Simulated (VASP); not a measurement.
# CoSn2 (I4/mcm) in VASP: notebook

The runs below take CoSn2 through single point, with PBEsol.

Everything below comes from runs of VASP 6.6.1. Logs are shortened: lines on timing, memory, paths and dates and some standing lists are left out, and cuts for length are marked.

## Step 1: The cell of the first run

It takes space group I4/mcm (No. 140, tetragonal). The conventional cell has a = 6.218 Å, b = 6.218 Å, c = 5.340 Å, α = 90.00°, β = 90.00°, γ = 90.00°. Within 3.5 Å of Co (site symmetry 422) lie 2 Co at 2.67 Å and 8 Sn at 2.68 Å. Within 3.5 Å of Sn (site symmetry m2m) lie 4 Co at 2.68 Å and 11 Sn at 2.92 to 3.37 Å.

## Step 2: Single point, PBEsol (volume scaled by 0.97, then relaxed in part)

INCAR reads:

```
SYSTEM = CoSn2
ALGO = Fast
EDIFF = 1E-6
ENCUT = 520
GGA = PS
ISIF = 2
ISMEAR = 0
LASPH = .True.
LCHARG = .False.
LREAL = .False.
LWAVE = .False.
NBANDS = 46
NELM = 60
PREC = Accurate
SIGMA = 0.1
```

KPOINTS reads:

```
k-points
0
Gamma
  8 8 8
  0 0 0
```

POSCAR reads:

```
CoSn2
1.0
   -3.1089864903      3.1089864903      2.6699178338
    3.1089864903     -3.1089864903      2.6699178338
    3.1089864903      3.1089864903     -2.6699178338
Co Sn
2 4
Direct
    0.2500000000      0.2500000000      0.0000000000
    0.7500000000      0.7500000000      0.0000000000
    0.6660024744      0.1660024744      0.8320049487
    0.1660024744      0.3339975256      0.5000000000
    0.3339975256      0.8339975256      0.1679950513
    0.8339975256      0.6660024744      0.5000000000
```

Potentials or basis: VASP PAW PBE potentials, release 64 (Co, Sn_d).

The run is started by

```bash
$ cat potpaw_PBE.64/Co/POTCAR potpaw_PBE.64/Sn_d/POTCAR > POTCAR
$ mpirun -np 1 vasp_std > vasp.out
```

OUTCAR:

```text
SYSTEM = CoSn2
   EDIFF = 1E-6
   ENCUT = 520
   GGA = PS
   ISIF = 2
   ISMEAR = 0
   LASPH = .True.
   LREAL = .False.
   NELM = 60
   PREC = Accurate

 ion  position               nearest neighbor table
   1  0.250  0.250  0.000-   2 2.67   2 2.67   3 2.68   5 2.68   4 2.68   6 2.68   6 2.68   4 2.68
                             3 2.68   5 2.68
   2  0.750  0.750  0.000-   1 2.67   1 2.67   3 2.68   5 2.68   6 2.68   4 2.68   4 2.68   6 2.68
                             5 2.68   3 2.68
   3  0.666  0.166  0.832-   1 2.68   2 2.68   1 2.68   2 2.68   5 2.92   5 3.05   5 3.05   6 3.28
                             4 3.28   4 3.28   6 3.28   6 3.37   4 3.37   4 3.37   6 3.37
   4  0.166  0.334  0.500-   2 2.68   1 2.68   1 2.68   2 2.68   6 2.92   6 3.05   6 3.05   3 3.28
                             5 3.28   5 3.28   3 3.28   3 3.37   5 3.37   3 3.37   5 3.37
   5  0.334  0.834  0.168-   1 2.68   2 2.68   1 2.68   2 2.68   3 2.92   3 3.05   3 3.05   6 3.28
                             4 3.28   6 3.28   4 3.28   4 3.37   6 3.37   6 3.37   4 3.37
   6  0.834  0.666  0.500-   1 2.68   2 2.68   2 2.68   1 2.68   4 2.92   4 3.05   4 3.05   5 3.28
                             3 3.28   3 3.28   5 3.28   5 3.37   3 3.37   3 3.37   5 3.37

  LATTYP: Found a body centered tetragonal cell.
 ALAT       =     6.2179729806
 C/A-ratio  =     0.8587743440

  Lattice vectors:

 A1 = (  -3.1089864903,   3.1089864903,   2.6699178338)
 A2 = (   3.1089864903,  -3.1089864903,   2.6699178338)
 A3 = (   3.1089864903,   3.1089864903,  -2.6699178338)

Analysis of symmetry for initial positions (statically):
=====================================================================
 Subroutine PRICEL returns:
 Original cell was already a primitive cell.

 Routine SETGRP: Setting up the symmetry group for a
 body centered tetragonal supercell.

 Subroutine GETGRP returns: Found 16 space group operations
 (whereof  8 operations were pure point group operations)
 out of a pool of 16 trial point group operations.

The static configuration has the point symmetry C_4h.
 The point group associated with its full space group is D_4h.

Analysis of symmetry for dynamics (positions and initial velocities):
=====================================================================
 Subroutine PRICEL returns:
 Original cell was already a primitive cell.

 Routine SETGRP: Setting up the symmetry group for a
 body centered tetragonal supercell.

 Subroutine GETGRP returns: Found 16 space group operations
 (whereof  8 operations were pure point group operations)
 out of a pool of 16 trial point group operations.

The dynamic configuration has the point symmetry C_4h.
 The point group associated with its full space group is D_4h.

 Subroutine INISYM returns: Found 16 space group operations
 (whereof  8 operations are pure point group operations),
 and found     1 'primitive' translations

----------------------------------------------------------------------------------------

                                     Primitive cell

  volume of cell :     103.2275

  direct lattice vectors                    reciprocal lattice vectors
    -3.108986490  3.108986490  2.669917834     0.000000000  0.160824115  0.187271681
     3.108986490 -3.108986490  2.669917834     0.160824115  0.000000000  0.187271681
     3.108986490  3.108986490 -2.669917834     0.160824115  0.160824115  0.000000000

  length of vectors
     5.143933829  5.143933829  5.143933829     0.246850315  0.246850315  0.227439644

  position of ions in fractional coordinates (direct lattice)
     0.250000000  0.250000000  0.000000000
     0.750000000  0.750000000  0.000000000
     0.666002474  0.166002474  0.832004949
     0.166002474  0.333997526  0.500000000
     0.333997526  0.833997526  0.167995051
     0.833997526  0.666002474  0.500000000

  ion indices of the primitive-cell ions
   primitive index   ion index
                 1           1
                 2           2
                 3           3
                 4           4
                 5           5
                 6           6

----------------------------------------------------------------------------------------

 KPOINTS: k-points

Automatic generation of k-mesh.
 Grid dimensions read from file:
 generate k-points for:    8    8    8

 Generating k-lattice:

  Cartesian coordinates                     Fractional coordinates (reciprocal lattice)
     0.000000000  0.020103014  0.023408960     0.125000000  0.000000000  0.000000000
     0.020103014  0.000000000  0.023408960     0.000000000  0.125000000  0.000000000
     0.020103014  0.020103014  0.000000000     0.000000000  0.000000000  0.125000000

  Length of vectors
     0.030856289  0.030856289  0.028429956

  Shift w.r.t. Gamma in fractional coordinates (k-lattice)
     0.000000000  0.000000000  0.000000000

 Subroutine IBZKPT returns following result:
 ===========================================

 Found     59 irreducible k-points:

 Following reciprocal coordinates:
            Coordinates               Weight
  0.000000  0.000000  0.000000      1.000000
  0.125000  0.000000  0.000000      8.000000
  0.250000  0.000000  0.000000      8.000000
  0.375000  0.000000  0.000000      8.000000
  0.500000  0.000000  0.000000      4.000000
  0.125000  0.125000  0.000000      8.000000
[... 16 lines left out ...]
  0.250000  0.125000  0.125000     16.000000
  0.375000  0.125000  0.125000      8.000000
 [... further k-points ...]
   k-points           NKPTS =     59   k-points in BZ     NKDIM =     59   number of bands    NBANDS=     46
   number of dos      NEDOS =    301   number of ions     NIONS =      6
   total plane-waves  NPLWV =  64000
   dimension x,y,z NGX =    40 NGY =   40 NGZ =   40
   dimension x,y,z NGXF=    80 NGYF=   80 NGZF=   80
   ions per type =               2   4
   NGX,Y,Z   is equivalent  to a cutoff of  12.93, 12.93, 12.93 a.u.
   NGXF,Y,Z  is equivalent  to a cutoff of  25.86, 25.86, 25.86 a.u.
 SYSTEM =  CoSn2
   PREC   = accura    normal or accurate (medium, high low for compatibility)
   ISTART =      0    job   : 0-new  1-cont  2-samecut
   ICHARG =      2    charge: 1-file 2-atom 10-const
   ISPIN  =      1    spin polarized calculation?
   LNONCOLLINEAR =      F non collinear calculations
   LSORBIT =      F    spin-orbit coupling
   LASPH  =      T    aspherical Exc in radial PAW
   ENCUT  =  520.0 eV  38.22 Ry    6.18 a.u.   9.56  9.56  9.56*2*pi/ulx,y,z
   NELM   =     60;   NELMIN=  2; NELMDL= -5     # of ELM steps
   EDIFF  = 0.1E-05   stopping-criterion for ELM
   LREAL  =      F    real-space projection
   EDIFFG = 0.1E-04   stopping-criterion for IOM
   NSW    =      0    number of steps for IOM
   IBRION =     -1    ionic relax: 0-MD 1-quasi-New 2-CG
   NFREE  =      0    steps in history (QN), initial steepest desc. (CG)
   ISIF   =      2    stress and relaxation
   ISYM   =      2    0-nonsym 1-usesym 2-fastsym
   POTIM  = 0.5000    time-step for ionic-motion
   TEBEG  =    0.0;   TEEND  =   0.0 temperature during run
   PSTRESS=    0.0 pullay stress
   NELECT =      74.0000    total number of electrons
   NUPDOWN=      -1.0000    fix difference up-down
   EMIN   =  10.00;   EMAX   =-10.00  energy-range for DOS
   EFERMI =   0.00;   METHOD = LEGACY
   ISMEAR =     0;   SIGMA  =   0.10  broadening in eV -4-tet -1-fermi 0-gaus
   EFERMI_NEDOS =   21; number of points for ismear=-14 and -15
   IALGO  =     68    algorithm
   IMIX   =      4    mixing-type and parameters
     AMIX     =   0.40;   BMIX     =  1.00
     AMIX_MAG =   1.60;   BMIX_MAG =  1.00
  volume/ion in A,a.u.               =      17.20       116.10
  Fermi-wavevector in a.u.,A,eV,Ry     =   1.465166  2.768763 29.207789  2.146712
  Thomas-Fermi vector in A             =   2.581055
   LORBIT       =      0    0 simple, 1 ext, 2 COOP (PROOUT), +10 PAW based schemes
   GGA     = PS    functional components
   LHFCALC =     F    Hartree Fock is set to
   AEXX    =    0.0000 exact exchange contribution
   IVDW    =     0    specifies the selected vdW correction
   LEPSILON=     F    determine dielectric tensor
   LRPA    =     F    only Hartree local field effects (RPA)
 non-spin polarized calculation
 RMM-DIIS sequential band-by-band and
 Gauss-broadening in eV      SIGMA  =   0.10
  energy-cutoff  :      520.00
  volume of cell :      103.23
 maximum number of plane-waves:      2814
 NGX is ok and might be reduce to    40
   NGX = 19   NGY = 19   NGZ = 19

 number of electron      73.9999994 magnetization

 Free energy of the ion-electron system (eV)
  ---------------------------------------------------
  ext. energy  EPLUGINS =         0.00000000
  ---------------------------------------------------
  free energy    TOTEN  =       -33.25963933 eV

  energy without entropy =      -33.24436328  energy(sigma->0) =      -33.25200131

 E-fermi :  11.3376     XC(G=0): -12.2667

 val. band max:       11.3154413931   @ k =  -0.2500   0.3750   0.2500
 cond. band min:      11.3429333502   @ k =  -0.2500   0.2500   0.1250
 fundamental gap:      0.0274919572
 Fermi energy:        11.3375870020

 k-point     1 :       0.0000    0.0000    0.0000
  band No.  band energies     occupation
      1     -10.2079      2.00000
      2     -10.1821      2.00000
      3     -10.1515      2.00000
      4     -10.1515      2.00000
      5     -10.1506      2.00000
      6     -10.1496      2.00000
[... 38 lines left out ...]
     45      16.4306      0.00000
     46      16.9467      0.00000

 k-point     2 :       0.1250    0.0000    0.0000
  band No.  band energies     occupation
      1     -10.2165      2.00000
      2     -10.1942      2.00000
      3     -10.1804      2.00000
      4     -10.1685      2.00000
      5     -10.1641      2.00000
      6     -10.1234      2.00000
[... 38 lines left out ...]
     45      16.5646      0.00000
     46      17.2110      0.00000

 k-point     3 :       0.2500    0.0000    0.0000
  band No.  band energies     occupation
      1     -10.2368      2.00000
      2     -10.2347      2.00000
      3     -10.2095      2.00000
      4     -10.1646      2.00000
      5     -10.1340      2.00000
      6     -10.1218      2.00000
[... 1018 lines left out ...]
     45      15.9025      0.00000
     46      16.7395      0.00000

 k-point    24 :       0.3750    0.1250    0.1250
  band No.  band energies     occupation
      1     -10.2574      2.00000
      2     -10.2574      2.00000
      3     -10.1984      2.00000
      4     -10.1984      2.00000
      5     -10.1296      2.00000
      6     -10.1296      2.00000
[... 38 lines left out ...]
     45      15.7353      0.00000
     46      15.7353      0.00000

 [... further k-points ...]
[... 5 lines left out ...]
  --------------------------------------------------------------------------------------
  -------------------------------------------------------------------------------------
  Total        2.5036022      2.5036022      2.5279274      0.0000000     -0.0000000      0.0000000
  in kB       38.8579923     38.8579923     39.2355387      0.0000000     -0.0000000      0.0000000
  external PRESSURE =      38.9838411 kB  Pullay stress =       0.0000000 kB

 VOLUME and BASIS-vectors are now :
 -----------------------------------------------------------------------------
  energy-cutoff  :      520.00
  volume of cell :      103.23
      direct lattice vectors                 reciprocal lattice vectors
    -3.108986490  3.108986490  2.669917834     0.000000000  0.160824115  0.187271681
     3.108986490 -3.108986490  2.669917834     0.160824115  0.000000000  0.187271681
     3.108986490  3.108986490 -2.669917834     0.160824115  0.160824115  0.000000000

 POSITION                                       TOTAL-FORCE (eV/Angst)
 -----------------------------------------------------------------------------------
      0.00000      0.00000      1.33496        -0.000000      0.000000      0.000000
      0.00000      0.00000      4.00488        -0.000000      0.000000      0.000000
      1.03220      4.14119      0.00000         0.002536      0.002536     -0.000000
      2.07679      1.03220      0.00000        -0.002536      0.002536     -0.000000
      2.07679     -1.03220      2.66992        -0.002536     -0.002536      0.000000
      1.03220      2.07679      2.66992         0.002536     -0.002536     -0.000000
 -----------------------------------------------------------------------------------
    total drift:                               -0.000000     -0.000000      0.000000

  FREE ENERGIE OF THE ION-ELECTRON SYSTEM (eV)
  ---------------------------------------------------
  free  energy   TOTEN  =       -33.2596393301 eV

  energy  without entropy=      -33.2443632846  energy(sigma->0) =      -33.25200131
```

Wall time 3.9 min (1 thread of Intel Xeon Platinum 8488C (Sapphire Rapids), shared host); peak memory 0.39 GiB.

Results:

```yaml
Free_energy: -33.2596 eV
Pressure: 3.9 GPa
Largest_force: 0.004 eV/Å
Band_gap_on_the_k_mesh: zero (band 37 reaches 12.47 eV, above the bottom of band 38 at 10.71 eV)
```

Forces in eV/Å, atoms in the order of the input:
```
Co   0.000  0.000  0.000
Co   0.000  0.000  0.000
Sn   0.003  0.003  0.000
Sn  -0.003  0.003  0.000
Sn  -0.003 -0.003  0.000
Sn   0.003 -0.003  0.000
```

Caveat: the PAW data sets were made with another functional, which shifts forces and pressure a little; spin-orbit coupling is left out, which moves the levels of the heavy elements.

(Part 1 of 2 ends here.)
